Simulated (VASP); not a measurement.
# BeTe (F-43m) in VASP: notebook

Aim: see how the results for BeTe move with the level of theory and the settings. Levels: PBE-based screened hybrid, HSE06. Tasks: single point.

Program: VASP 6.6.1. These are calculated values, not measurements. Logs are shortened: lines on timing, memory, paths and dates and some standing lists are left out, and cuts for length are marked.

### Step 1. The cell of the first run

It takes space group F-43m (No. 216, cubic). Conventional cell: a = 5.657 Å, b = 5.657 Å, c = 5.657 Å, α = 90.00°, β = 90.00°, γ = 90.00°. Be (site symmetry -43m) has 4 Te at 2.45 Å within 3.2 Å. Within 3.2 Å of Te (site symmetry -43m) lie 4 Be at 2.45 Å.

### Step 2. Single point, PBE-based screened hybrid

Contents of POSCAR:

```
BeTe
1.0
    0.0000000000      2.8286236224      2.8286236224
    2.8286236224      0.0000000000      2.8286236224
    2.8286236224      2.8286236224      0.0000000000
Be Te
1 1
Direct
    0.0000000000      0.0000000000      0.0000000000
    0.2500000000      0.2500000000      0.2500000000
```

Contents of INCAR.step1:

```
SYSTEM = BeTe
ALGO = Normal
EDIFF = 1E-5
ENCUT = 520
GGA = PE
ISIF = 2
ISMEAR = 0
LASPH = .TRUE.
LREAL = .FALSE.
LWAVE = .TRUE.
NBANDS = 11
NELM = 80
PREC = Accurate
SIGMA = 0.01
```

Contents of INCAR.step2:

```
SYSTEM = BeTe
AEXX = 0.15
ALGO = Normal
EDIFF = 1E-6
ENCUT = 520
GGA = PE
HFSCREEN = 0.2078
ISIF = 2
ISMEAR = 0
ISTART = 1
LASPH = .TRUE.
LCHARG = .TRUE.
LELF = .TRUE.
LHFCALC = .TRUE.
LREAL = .FALSE.
LVHAR = .TRUE.
LWAVE = .FALSE.
NBANDS = 11
NELM = 80
PREC = Accurate
PRECFOCK = Normal
SIGMA = 0.01
```

Contents of KPOINTS:

```
k-points
0
G
  4 4 4
  0 0 0
```

Potentials or basis: VASP PAW PBE potentials, release 64 (Be, Te).

Launch:

```console
$ cat potpaw_PBE.64/Be/POTCAR potpaw_PBE.64/Te/POTCAR > POTCAR
$ cp INCAR.step1 INCAR
$ mpirun -np 1 vasp_std > vasp.out
$ cp INCAR.step2 INCAR
$ mpirun -np 1 vasp_std > vasp.out
```

OUTCAR:

```text
SYSTEM = BeTe
   AEXX = 0.15
   EDIFF = 1E-6
   ENCUT = 520
   GGA = PE
   HFSCREEN = 0.2078
   ISIF = 2
   ISMEAR = 0
   ISTART = 1
   LASPH = .TRUE.
   LHFCALC = .TRUE.
   LREAL = .FALSE.
   NELM = 80
   PREC = Accurate
   PRECFOCK = Normal

 ion  position               nearest neighbor table
   1  0.000  0.000  0.000-   2 2.45   2 2.45   2 2.45   2 2.45
   2  0.250  0.250  0.250-   1 2.45   1 2.45   1 2.45   1 2.45

  LATTYP: Found a face centered cubic cell.
 ALAT       =     5.6572472448

  Lattice vectors:

 A1 = (   0.0000000000,   2.8286236224,   2.8286236224)
 A2 = (   2.8286236224,   0.0000000000,   2.8286236224)
 A3 = (   2.8286236224,   2.8286236224,   0.0000000000)

Analysis of symmetry for initial positions (statically):
=====================================================================
 Subroutine PRICEL returns:
 Original cell was already a primitive cell.

 Routine SETGRP: Setting up the symmetry group for a
 face centered cubic supercell.

 Subroutine GETGRP returns: Found 24 space group operations
 (whereof 24 operations were pure point group operations)
 out of a pool of 48 trial point group operations.

The static configuration has the point symmetry T_d .

Analysis of symmetry for dynamics (positions and initial velocities):
=====================================================================
 Subroutine PRICEL returns:
 Original cell was already a primitive cell.

 Routine SETGRP: Setting up the symmetry group for a
 face centered cubic supercell.

 Subroutine GETGRP returns: Found 24 space group operations
 (whereof 24 operations were pure point group operations)
 out of a pool of 48 trial point group operations.

The dynamic configuration has the point symmetry T_d .

 Subroutine INISYM returns: Found 24 space group operations
 (whereof 24 operations are pure point group operations),
 and found     1 'primitive' translations

----------------------------------------------------------------------------------------

                                     Primitive cell

  volume of cell :      45.2643

  direct lattice vectors                    reciprocal lattice vectors
     0.000000000  2.828623622  2.828623622    -0.176764415  0.176764415  0.176764415
     2.828623622  0.000000000  2.828623622     0.176764415 -0.176764415  0.176764415
     2.828623622  2.828623622  0.000000000     0.176764415  0.176764415 -0.176764415

  length of vectors
     4.000277890  4.000277890  4.000277890     0.306164948  0.306164948  0.306164948

  position of ions in fractional coordinates (direct lattice)
     0.000000000  0.000000000  0.000000000
     0.250000000  0.250000000  0.250000000

  ion indices of the primitive-cell ions
   primitive index   ion index
                 1           1
                 2           2

----------------------------------------------------------------------------------------

 KPOINTS: k-points

Automatic generation of k-mesh.
 Grid dimensions read from file:
 generate k-points for:    4    4    4

 Generating k-lattice:

  Cartesian coordinates                     Fractional coordinates (reciprocal lattice)
    -0.044191104  0.044191104  0.044191104     0.250000000  0.000000000  0.000000000
     0.044191104 -0.044191104  0.044191104     0.000000000  0.250000000  0.000000000
     0.044191104  0.044191104 -0.044191104     0.000000000  0.000000000  0.250000000

  Length of vectors
     0.076541237  0.076541237  0.076541237

  Shift w.r.t. Gamma in fractional coordinates (k-lattice)
     0.000000000  0.000000000  0.000000000

 Subroutine IBZKPT returns following result:
 ===========================================

 Found      8 irreducible k-points:

 Following reciprocal coordinates:
            Coordinates               Weight
  0.000000  0.000000  0.000000      1.000000
  0.250000  0.000000  0.000000      8.000000
  0.500000  0.000000  0.000000      4.000000
  0.250000  0.250000  0.000000      6.000000
  0.500000  0.250000  0.000000     24.000000
 -0.250000  0.250000  0.000000     12.000000
  0.500000  0.500000  0.000000      3.000000
 -0.250000  0.500000  0.250000      6.000000
   k-points           NKPTS =      8   k-points in BZ     NKDIM =     64   number of bands    NBANDS=     11
   number of dos      NEDOS =    301   number of ions     NIONS =      2
   total plane-waves  NPLWV =  27000
   dimension x,y,z NGX =    30 NGY =   30 NGZ =   30
   dimension x,y,z NGXF=    60 NGYF=   60 NGZF=   60
   ions per type =               1   1
   NGX,Y,Z   is equivalent  to a cutoff of  12.47, 12.47, 12.47 a.u.
   NGXF,Y,Z  is equivalent  to a cutoff of  24.94, 24.94, 24.94 a.u.
 SYSTEM =  BeTe
   PREC   = accura    normal or accurate (medium, high low for compatibility)
   ISTART =      1    job   : 0-new  1-cont  2-samecut
   ICHARG =      0    charge: 1-file 2-atom 10-const
   ISPIN  =      1    spin polarized calculation?
   LNONCOLLINEAR =      F non collinear calculations
   LSORBIT =      F    spin-orbit coupling
   LASPH  =      T    aspherical Exc in radial PAW
   ENCUT  =  520.0 eV  38.22 Ry    6.18 a.u.   7.44  7.44  7.44*2*pi/ulx,y,z
   NELM   =     80;   NELMIN=  2; NELMDL=  0     # of ELM steps
   EDIFF  = 0.1E-05   stopping-criterion for ELM
   LREAL  =      F    real-space projection
   EDIFFG = 0.1E-04   stopping-criterion for IOM
   NSW    =      0    number of steps for IOM
   IBRION =     -1    ionic relax: 0-MD 1-quasi-New 2-CG
   NFREE  =      0    steps in history (QN), initial steepest desc. (CG)
   ISIF   =      2    stress and relaxation
   ISYM   =      3    0-nonsym 1-usesym 2-fastsym
   POTIM  = 0.5000    time-step for ionic-motion
   TEBEG  =    0.0;   TEEND  =   0.0 temperature during run
   PSTRESS=    0.0 pullay stress
   NELECT =       8.0000    total number of electrons
   NUPDOWN=      -1.0000    fix difference up-down
   EMIN   =  10.00;   EMAX   =-10.00  energy-range for DOS
   EFERMI =   0.00;   METHOD = LEGACY
   ISMEAR =     0;   SIGMA  =   0.01  broadening in eV -4-tet -1-fermi 0-gaus
   EFERMI_NEDOS =   21; number of points for ismear=-14 and -15
   IALGO  =     38    algorithm
   IMIX   =      1    mixing-type and parameters
     AMIX     =   0.40;   BMIX     =  1.00
     AMIX_MAG =   1.60;   BMIX_MAG =  1.00
  volume/ion in A,a.u.               =      22.63       152.73
  Fermi-wavevector in a.u.,A,eV,Ry     =   0.918727  1.736142 11.484116  0.844059
  Thomas-Fermi vector in A             =   2.043841
   LORBIT       =      0    0 simple, 1 ext, 2 COOP (PROOUT), +10 PAW based schemes
   GGA     = PE    functional components
   LHFCALC =     T    Hartree Fock is set to
   PRECFOCK=normal    Normal, Fast or Accurate (Low or Medium for compatibility)
   ENCUT4O =  -1.0   cutoff for four orbital integrals eV
   NKREDX  =     1    reduce k-point grid by
   NKREDY  =     1    reduce k-point grid by
   NKREDZ  =     1    reduce k-point grid by
   AEXX    =    0.1500 exact exchange contribution
   HFSCREEN=    0.2078 screening length (either q_TF or 0.3 A-1)
   HFSCREENC=   0.2078 screening length for correlation (either q_TF or 0.3 A-1)
   ENCUTFOCK=  -1.0 apply spherical cutoff to Coloumb kernel
   IVDW    =     0    specifies the selected vdW correction
   LEPSILON=     F    determine dielectric tensor
   LRPA    =     F    only Hartree local field effects (RPA)
 non-spin polarized calculation
 Gauss-broadening in eV      SIGMA  =   0.01
  energy-cutoff  :      520.00
  volume of cell :       45.26
 maximum number of plane-waves:      1243
 NGX is ok and might be reduce to    30
  NGX = 24; NGY = 24; NGZ = 24

 number of electron       8.0000000 magnetization

 Free energy of the ion-electron system (eV)
  ---------------------------------------------------
  ext. energy  EPLUGINS =         0.00000000
  ---------------------------------------------------
  free energy    TOTEN  =        -8.20219793 eV

  energy without entropy =       -8.20219793  energy(sigma->0) =       -8.20219793

 E-fermi :   4.7250     XC(G=0):  -8.1042

 val. band max:        4.6780752761   @ k =   0.0000   0.0000   0.0000
 cond. band min:       7.0817056484   @ k =   0.5000   0.5000   0.0000
 fundamental gap:      2.4036303722
 Fermi energy:         4.7250459053

 k-point     1 :       0.0000    0.0000    0.0000
  band No.  band energies     occupation
      1      -8.2145      2.00000
      2       4.6781      2.00000
      3       4.6781      2.00000
      4       4.6781      2.00000
      5       8.8082      0.00000
      6       8.8082      0.00000
      7       8.8082      0.00000
      8       8.8775      0.00000
      9      13.5996      0.00000
     10      15.5133      0.00000
     11      15.5134      0.00000

 k-point     2 :       0.2500    0.0000    0.0000
  band No.  band energies     occupation
      1      -7.6313      2.00000
      2       1.2351      2.00000
      3       3.9926      2.00000
      4       3.9926      2.00000
      5       8.4325      0.00000
      6       9.7002      0.00000
      7       9.7002      0.00000
      8      12.2655      0.00000
      9      14.2990      0.00000
     10      14.2990      0.00000
     11      14.3277      0.00000

 k-point     3 :       0.5000    0.0000    0.0000
  band No.  band energies     occupation
      1      -6.7998      2.00000
      2      -1.1111      2.00000
      3       3.5131      2.00000
      4       3.5131      2.00000
      5       8.1739      0.00000
      6       9.7978      0.00000
      7       9.7978      0.00000
      8      13.1115      0.00000
      9      16.2593      0.00000
     10      16.8682      0.00000
     11      16.8682      0.00000

 k-point     4 :       0.2500    0.2500    0.0000
  band No.  band energies     occupation
      1      -7.4323      2.00000
      2       1.6586      2.00000
      3       2.9567      2.00000
      4       2.9567      2.00000
      5       7.7417      0.00000
      6       9.5596      0.00000
      7      11.7146      0.00000
      8      11.7146      0.00000
      9      13.8598      0.00000
     10      16.1180      0.00000
     11      16.5202      0.00000

 k-point     5 :       0.5000    0.2500    0.0000
  band No.  band energies     occupation
      1      -6.5771      2.00000
      2      -0.3890      2.00000
      3       1.5943      2.00000
      4       2.5986      2.00000
      5       8.0978      0.00000
      6      10.7491      0.00000
      7      11.7414      0.00000
      8      12.1262      0.00000
      9      15.7175      0.00000
     10      17.1180      0.00000
     11      17.7367      0.00000

 k-point     6 :      -0.2500    0.2500    0.0000
  band No.  band energies     occupation
      1      -6.8764      2.00000
      2       0.1325      2.00000
      3       1.4093      2.00000
      4       3.4421      2.00000
      5       8.9122      0.00000
      6      10.7885      0.00000
      7      11.3730      0.00000
      8      11.8729      0.00000
      9      13.6412      0.00000
     10      15.2013      0.00000
     11      17.7311      0.00000

 k-point     7 :       0.5000    0.5000    0.0000
  band No.  band energies     occupation
      1      -6.2800      2.00000
      2      -0.6876      2.00000
      3       1.9433      2.00000
      4       1.9433      2.00000
      5       7.0817      0.00000
      6       7.7878      0.00000
      7      15.1132      0.00000
      8      15.1132      0.00000
      9      16.9327      0.00000
     10      18.3581      0.00000
     11      18.7523      0.00000

 k-point     8 :      -0.2500    0.5000    0.2500
  band No.  band energies     occupation
      1      -6.2457      2.00000
      2      -0.1424      2.00000
      3       0.8688      2.00000
      4       1.3873      2.00000
      5      10.4380      0.00000
      6      10.7784      0.00000
      7      10.8014      0.00000
      8      11.4097      0.00000
      9      16.2756      0.00000
     10      17.0777      0.00000
     11      18.2032      0.00000

------------------------ aborting loop because EDIFF is reached ----------------------------------------

  FORCE on cell =-STRESS in cart. coord.  units (eV):
  Direction    XX          YY          ZZ          XY          YZ          ZX
  --------------------------------------------------------------------------------------
  -------------------------------------------------------------------------------------
  Total       -0.0068070     -0.0068070     -0.0068070     -0.0000000     -0.0000000      0.0000000
  in kB       -0.2409424     -0.2409424     -0.2409424     -0.0000000     -0.0000000      0.0000000
  external PRESSURE =      -0.2409424 kB  Pullay stress =       0.0000000 kB

 VOLUME and BASIS-vectors are now :
 -----------------------------------------------------------------------------
  energy-cutoff  :      520.00
  volume of cell :       45.26
      direct lattice vectors                 reciprocal lattice vectors
     0.000000000  2.828623622  2.828623622    -0.176764415  0.176764415  0.176764415
     2.828623622  0.000000000  2.828623622     0.176764415 -0.176764415  0.176764415
     2.828623622  2.828623622  0.000000000     0.176764415  0.176764415 -0.176764415

 POSITION                                       TOTAL-FORCE (eV/Angst)
 -----------------------------------------------------------------------------------
      0.00000      0.00000      0.00000         0.000000      0.000000      0.000000
      1.41431      1.41431      1.41431         0.000000     -0.000000      0.000000
 -----------------------------------------------------------------------------------
    total drift:                                0.000001     -0.000000      0.000000

  FREE ENERGIE OF THE ION-ELECTRON SYSTEM (eV)
  ---------------------------------------------------
  free  energy   TOTEN  =        -8.2021979294 eV

  energy  without entropy=       -8.2021979294  energy(sigma->0) =       -8.20219793
```

Wall time 2 min (1 thread of Intel Xeon Platinum 8175M at 2.50GHz (Skylake/Cascade Lake), shared host); peak memory 0.28 GiB.

Results:

```yaml
Free_energy: -8.2022 eV
Pressure: 0.0 GPa
Band_gap_on_the_k_mesh: 2.40 eV, indirect (least direct gap 4.13 eV)
```

Caveat: the k points lie up to 0.48 Å⁻¹ apart; the PAW data sets were made with another functional, which shifts forces and pressure a little; spin-orbit coupling is left out, which moves the levels of the heavy elements.

### Step 3. Single point, PBE-based screened hybrid

POSCAR is that of step 2.

Contents of INCAR.step1:

```
ALGO     = Normal         # electronic algorithm
EDIFF    = 1E-5           # SCF threshold, eV
ENCUT    = 520            # plane-wave cutoff, eV
GGA      = PE             # functional
ISIF     = 2              # what is computed and relaxed
ISMEAR   = 0              # smearing method
LASPH    = T              # aspherical terms in the spheres
LREAL    = F              # projectors in reciprocal space
LWAVE    = T              # write WAVECAR
NBANDS   = 11             # bands
NELM     = 80             # most SCF steps
PREC     = Accurate       # precision mode
SIGMA    = 0.01           # smearing width, eV
```

Contents of INCAR.step2:

```
AEXX     = 0.75           # exact-exchange fraction
ALGO     = Normal         # electronic algorithm
EDIFF    = 1E-6           # SCF threshold, eV
ENCUT    = 520            # plane-wave cutoff, eV
GGA      = PE             # functional
HFSCREEN = 0.3            # screening, 1/A
ISIF     = 2              # what is computed and relaxed
ISMEAR   = 0              # smearing method
ISTART   = 1            
LASPH    = T              # aspherical terms in the spheres
LCHARG   = T              # write CHGCAR
LELF     = T              # ELF
LHFCALC  = T              # exact exchange
LREAL    = F              # projectors in reciprocal space
LVHAR    = T            
LWAVE    = F              # write WAVECAR
NBANDS   = 11             # bands
NELM     = 80             # most SCF steps
PREC     = Accurate       # precision mode
PRECFOCK = Normal       
SIGMA    = 0.01           # smearing width, eV
```

Contents of KPOINTS:

```
k-points
0
Gamma
  4 4 4
```

Potentials or basis: VASP PAW PBE potentials, release 64 (Be, Te).

Launch:

```console
$ cat potpaw_PBE.64/Be/POTCAR potpaw_PBE.64/Te/POTCAR > POTCAR
$ cp INCAR.step1 INCAR
$ mpirun -np 1 vasp_std > vasp.out
$ cp INCAR.step2 INCAR
$ mpirun -np 1 vasp_std > vasp.out
```

Wall time 3.9 min (1 thread of Intel Xeon Platinum 8175M at 2.50GHz (Skylake/Cascade Lake), shared host); peak memory 0.28 GiB.

It converged, with:

```yaml
Free_energy: -11.0949 eV
Pressure: -3.0 GPa
Band_gap_on_the_k_mesh: 3.63 eV, indirect (least direct gap 5.16 eV)
```

Levels at points of the mesh, in eV from the valence-band top:
```csv
k point,band 1,band 2,band 3,band 4,band 5,band 6,band 7,band 8
"(0.00, 0.00, 0.00)",-15.11,0.00,0.00,0.00,5.16,5.83,5.83,5.83
"(0.50, 0.00, 0.00)",-13.34,-6.70,-1.30,-1.30,4.75,6.83,6.83,10.38
"(0.50, 0.50, 0.00)",-12.68,-6.27,-3.09,-3.09,3.63,4.49,13.12,13.12
```

Caveat: the k points lie up to 0.48 Å⁻¹ apart; the PAW data sets were made with another functional, which shifts forces and pressure a little; spin-orbit coupling is left out, which moves the levels of the heavy elements. A k mesh can miss the band edges.

[end of part 1 of 2]
